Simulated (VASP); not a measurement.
A run of VASP 6.6.1:

Contents of INCAR:

```
ALGO     = Normal         # electronic algorithm
EDIFF    = 1E-6           # SCF threshold, eV
EDIFFG   = -0.01          # ionic threshold
ENCUT    = 600            # plane-wave cutoff, eV
GGA      = PE             # functional
IBRION   = 2              # ionic algorithm
ISIF     = 3              # what is computed and relaxed
ISMEAR   = 0              # smearing method
LASPH    = True           # aspherical terms in the spheres
LCHARG   = False          # write CHGCAR
LREAL    = False          # projectors in reciprocal space
LWAVE    = False          # write WAVECAR
NELM     = 80             # most SCF steps
NSW      = 100            # ionic steps
PREC     = Accurate       # precision mode
SIGMA    = 0.1            # smearing width, eV
```

Contents of KPOINTS:

```
k-points
0
Gamma
  8 8 8
```

The input POSCAR:

```
BiTe4
1.0
    5.6810509347      0.0000000000      0.0000000000
    0.0000000000      5.6810509347      0.0000000000
    0.0000000000      0.0000000000      5.6810509347
Bi Te
1 4
Direct
    0.0000000000      0.0000000000      0.0000000000
    0.3026142195      0.3026142195      0.3026142195
    0.6973857805      0.6973857805      0.3026142195
    0.3026142195      0.6973857805      0.6973857805
    0.6973857805      0.3026142195      0.6973857805
```

Potentials or basis: VASP PAW PBE potentials, release 64 (Bi_d, Te).

The run is started by

```sh
$ cat potpaw_PBE.64/Bi_d/POTCAR potpaw_PBE.64/Te/POTCAR > POTCAR
$ mpirun -np 1 vasp_std > vasp.out
```

Hardware: 1 thread of Intel Xeon 8259CL (shared host).

Question: Estimate the wall time of this run.

Answer: Wall time 9.2 min on 1 thread of Intel Xeon 8259CL, with other jobs on the host, peak memory 0.45 GiB. Counts: scf iterations 31, k points 35, ion steps 5.
